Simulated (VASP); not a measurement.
# Sb (Fm-3m) in VASP: further runs

Runs on Sb. Level: PBE. Tasks: single point.

Program: VASP 6.6.1. These are calculated values, not measurements. Logs are shortened: lines on timing, memory, paths and dates and some standing lists are left out, and cuts for length are marked.

### 1 The cell of the first run

The structure is cubic, space group Fm-3m (No. 225). Conventional cell: a = 4.532 Å, b = 4.532 Å, c = 4.532 Å, α = 90.00°, β = 90.00°, γ = 90.00°. Within 4.2 Å of Sb (site symmetry m-3m) lie 12 Sb at 3.20 Å.

### 2 Single point, PBE (volume scaled by 0.95)

INCAR reads:

```
  PREC = Accurate
  ENCUT = 520
  EDIFF = 1E-6
  ISMEAR = -1
  SIGMA = 0.05
  LREAL = False
  LASPH = True
  NELM = 60
  ALGO = Normal
  ISIF = 2
  LWAVE = False
  LCHARG = False
  GGA = PE
  NBANDS = 8
```

KPOINTS reads:

```
regular mesh
0
Gamma
  12 12 12
```

POSCAR reads:

```
Sb
1.0
    0.0000000000      2.2659246546      2.2659246546
    2.2659246546      0.0000000000      2.2659246546
    2.2659246546      2.2659246546      0.0000000000
Sb
1
Direct
    0.0000000000      0.0000000000      0.0000000000
```

Potentials or basis: VASP PAW PBE potentials, release 64 (Sb).

Command:

```console
> cat potpaw_PBE.64/Sb/POTCAR > POTCAR
> mpirun -np 1 vasp_std > vasp.out
```

OUTCAR:

```text
PREC = Accurate
   ENCUT = 520
   EDIFF = 1E-6
   ISMEAR = -1
   LREAL = False
   LASPH = True
   NELM = 60
   ISIF = 2
   GGA = PE

 ion  position               nearest neighbor table
   1  0.000  0.000  0.000-

  LATTYP: Found a face centered cubic cell.
 ALAT       =     4.5318493092

  Lattice vectors:

 A1 = (   0.0000000000,   2.2659246546,   2.2659246546)
 A2 = (   2.2659246546,   0.0000000000,   2.2659246546)
 A3 = (   2.2659246546,   2.2659246546,   0.0000000000)

Analysis of symmetry for initial positions (statically):
=====================================================================
 Subroutine PRICEL returns:
 Original cell was already a primitive cell.

 Routine SETGRP: Setting up the symmetry group for a
 face centered cubic supercell.

 Subroutine GETGRP returns: Found 48 space group operations
 (whereof 48 operations were pure point group operations)
 out of a pool of 48 trial point group operations.

The static configuration has the point symmetry O_h .

Analysis of symmetry for dynamics (positions and initial velocities):
=====================================================================
 Subroutine PRICEL returns:
 Original cell was already a primitive cell.

 Routine SETGRP: Setting up the symmetry group for a
 face centered cubic supercell.

 Subroutine GETGRP returns: Found 48 space group operations
 (whereof 48 operations were pure point group operations)
 out of a pool of 48 trial point group operations.

The dynamic configuration has the point symmetry O_h .

 Subroutine INISYM returns: Found 48 space group operations
 (whereof 48 operations are pure point group operations),
 and found     1 'primitive' translations

----------------------------------------------------------------------------------------

                                     Primitive cell

  volume of cell :      23.2684

  direct lattice vectors                    reciprocal lattice vectors
     0.000000000  2.265924655  2.265924655    -0.220660470  0.220660470  0.220660470
     2.265924655  0.000000000  2.265924655     0.220660470 -0.220660470  0.220660470
     2.265924655  2.265924655  0.000000000     0.220660470  0.220660470 -0.220660470

  length of vectors
     3.204501378  3.204501378  3.204501378     0.382195146  0.382195146  0.382195146

  position of ions in fractional coordinates (direct lattice)
[... 70 lines left out ...]
   ICHARG =      2    charge: 1-file 2-atom 10-const
   ISPIN  =      1    spin polarized calculation?
   LNONCOLLINEAR =      F non collinear calculations
   LSORBIT =      F    spin-orbit coupling
   LASPH  =      T    aspherical Exc in radial PAW
   ENCUT  =  520.0 eV  38.22 Ry    6.18 a.u.   5.96  5.96  5.96*2*pi/ulx,y,z
   NELM   =     60;   NELMIN=  2; NELMDL= -5     # of ELM steps
   EDIFF  = 0.1E-05   stopping-criterion for ELM
   LREAL  =      F    real-space projection
   EDIFFG = 0.1E-04   stopping-criterion for IOM
   NSW    =      0    number of steps for IOM
   IBRION =     -1    ionic relax: 0-MD 1-quasi-New 2-CG
   NFREE  =      0    steps in history (QN), initial steepest desc. (CG)
   ISIF   =      2    stress and relaxation
   ISYM   =      2    0-nonsym 1-usesym 2-fastsym
   POTIM  = 0.5000    time-step for ionic-motion
   TEBEG  =    0.0;   TEEND  =   0.0 temperature during run
   PSTRESS=    0.0 pullay stress
   NELECT =       5.0000    total number of electrons
   NUPDOWN=      -1.0000    fix difference up-down
   EMIN   =  10.00;   EMAX   =-10.00  energy-range for DOS
   EFERMI =   0.00;   METHOD = LEGACY
   ISMEAR =    -1;   SIGMA  =   0.05  broadening in eV -4-tet -1-fermi 0-gaus
   EFERMI_NEDOS =   21; number of points for ismear=-14 and -15
   IALGO  =     38    algorithm
   IMIX   =      4    mixing-type and parameters
     AMIX     =   0.40;   BMIX     =  1.00
     AMIX_MAG =   1.60;   BMIX_MAG =  1.00
  volume/ion in A,a.u.               =      23.27       157.02
  Fermi-wavevector in a.u.,A,eV,Ry     =   0.980564  1.852998 13.082086  0.961506
  Thomas-Fermi vector in A             =   2.111504
   LORBIT       =      0    0 simple, 1 ext, 2 COOP (PROOUT), +10 PAW based schemes
   GGA     = PE    functional components
   LHFCALC =     F    Hartree Fock is set to
   AEXX    =    0.0000 exact exchange contribution
   IVDW    =     0    specifies the selected vdW correction
   LEPSILON=     F    determine dielectric tensor
   LRPA    =     F    only Hartree local field effects (RPA)
 non-spin polarized calculation
  energy-cutoff  :      520.00
  volume of cell :       23.27
 maximum number of plane-waves:       642
   NGX = 11   NGY = 11   NGZ = 11

 number of electron       5.0000000 magnetization

 Free energy of the ion-electron system (eV)
  ---------------------------------------------------
  ext. energy  EPLUGINS =         0.00000000
  ---------------------------------------------------
  free energy    TOTEN  =        -3.66493688 eV

  energy without entropy =       -3.66016195  energy(sigma->0) =       -3.66254941

 E-fermi :  10.6366     XC(G=0): -10.8859

 val. band max:       10.6153610747   @ k =   0.4167   0.3333   0.0000
 cond. band min:      10.6600748691   @ k =  -0.3333   0.3333   0.1667
 fundamental gap:      0.0447137944
 Fermi energy:        10.6365817832

 k-point     1 :       0.0000    0.0000    0.0000
  band No.  band energies     occupation
      1      -3.6063      2.00000
      2      17.0292      0.00000
      3      17.0292      0.00000
      4      17.0292      0.00000
      5      20.7512      0.00000
      6      21.0123      0.00000
      7      21.0123      0.00000
      8      21.0123      0.00000
[... 243 lines left out ...]
 k-point    24 :      -0.4167    0.1667    0.0000
  band No.  band energies     occupation
      1       1.3954      2.00000
      2       4.4901      2.00000
      3      11.2161      0.00002
      4      13.9104      0.00000
      5      17.4842      0.00000
      6      21.8226      0.00000
      7      22.2976      0.00000
      8      25.2470      0.00000

 [... further k-points ...]
[... 5 lines left out ...]
  --------------------------------------------------------------------------------------
  -------------------------------------------------------------------------------------
  Total        2.0315123      2.0315123      2.0315123     -0.0000000     -0.0000000      0.0000000
  in kB      139.8825844    139.8825844    139.8825844     -0.0000000     -0.0000000      0.0000000
  external PRESSURE =     139.8825844 kB  Pullay stress =       0.0000000 kB

 VOLUME and BASIS-vectors are now :
 -----------------------------------------------------------------------------
  energy-cutoff  :      520.00
  volume of cell :       23.27
      direct lattice vectors                 reciprocal lattice vectors
     0.000000000  2.265924655  2.265924655    -0.220660470  0.220660470  0.220660470
     2.265924655  0.000000000  2.265924655     0.220660470 -0.220660470  0.220660470
     2.265924655  2.265924655  0.000000000     0.220660470  0.220660470 -0.220660470

 POSITION                                       TOTAL-FORCE (eV/Angst)
 -----------------------------------------------------------------------------------
      0.00000      0.00000      0.00000        -0.000000     -0.000000     -0.000000
 -----------------------------------------------------------------------------------
    total drift:                                0.000000      0.000000      0.000000

  FREE ENERGIE OF THE ION-ELECTRON SYSTEM (eV)
  ---------------------------------------------------
  free  energy   TOTEN  =        -3.6649368830 eV

  energy  without entropy=       -3.6601619458  energy(sigma->0) =       -3.66254941
```

stdout:

```text
POSCAR found type information on POSCAR Sb
 POSCAR found :  1 types and       1 ions
 scaLAPACK will be used
 LDA part: xc-table for (Slater+PW92), standard interpolation
 POSCAR, INCAR and KPOINTS ok, starting setup
 FFT: planning ... GRIDC
 FFT: planning ... GRID_SOFT
 FFT: planning ... GRID
 WAVECAR not read
 entering main loop
```

It took 4.7 s on 1 thread of Intel Xeon Platinum 8488C (Sapphire Rapids), shared host; peak memory 0.14 GiB.

What came out:

- Free energy: -3.6649 eV
- Pressure: 14.0 GPa

Levels at points of the mesh, in eV from the Fermi level:
```csv
k point,band 1,band 2,band 3,band 4,band 5,band 6,band 7
"(0.00, 0.00, 0.00)",-14.24,6.39,6.39,6.39,10.11,10.38,10.38
"(0.50, 0.00, 0.00)",-9.62,-6.89,4.30,4.30,9.12,9.40,9.40
"(0.50, 0.50, 0.00)",-7.54,-5.84,0.33,0.33,4.24,4.47,18.36
```

Caveat: spin-orbit coupling is left out, which moves the levels of the heavy elements.

### 3 Single point, PBE (volume scaled by 0.975)

INCAR reads:

```
ALGO     = Normal         # electronic algorithm
EDIFF    = 1E-6           # SCF threshold, eV
ENCUT    = 520            # plane-wave cutoff, eV
GGA      = PE             # functional
ISIF     = 2              # what is computed and relaxed
ISMEAR   = -1             # smearing method
LASPH    = True           # aspherical terms in the spheres
LCHARG   = True           # write CHGCAR
LELF     = True           # ELF
LREAL    = False          # projectors in reciprocal space
LVHAR    = True         
LWAVE    = False          # write WAVECAR
NBANDS   = 8              # bands
NELM     = 80             # most SCF steps
PREC     = Accurate       # precision mode
SIGMA    = 0.05           # smearing width, eV
```

KPOINTS reads:

```
k-points
0
Gamma
  12 12 12
```

POSCAR reads:

```
Sb
1.0
    0.0000000000      2.2856293363      2.2856293363
    2.2856293363      0.0000000000      2.2856293363
    2.2856293363      2.2856293363      0.0000000000
Sb
1
Direct
    0.0000000000      0.0000000000      0.0000000000
```

Potentials or basis: VASP PAW PBE potentials, release 64 (Sb).

Command:

```console
> cat potpaw_PBE.64/Sb/POTCAR > POTCAR
> mpirun -np 1 vasp_std > vasp.out
```

Run time: 5.2 s. Hardware: 1 thread of Intel Xeon Platinum 8488C (Sapphire Rapids), shared host; peak memory 0.14 GiB.

Results (log left out):

```yaml
Free_energy: -3.7127 eV
Pressure: 11.1 GPa
```

Levels at points of the mesh, in eV from the Fermi level:
| k point | band 1 | band 2 | band 3 | band 4 | band 5 | band 6 |
| --- | --- | --- | --- | --- | --- | --- |
| (0.00, 0.00, 0.00) | -14.00 | 6.18 | 6.18 | 6.18 | 10.13 | 10.29 |
| (0.50, 0.00, 0.00) | -9.54 | -6.70 | 4.17 | 4.17 | 8.93 | 9.34 |
| (0.50, 0.50, 0.00) | -7.55 | -5.68 | 0.33 | 0.33 | 4.21 | 4.48 |

Caveat: spin-orbit coupling is left out, which moves the levels of the heavy elements.
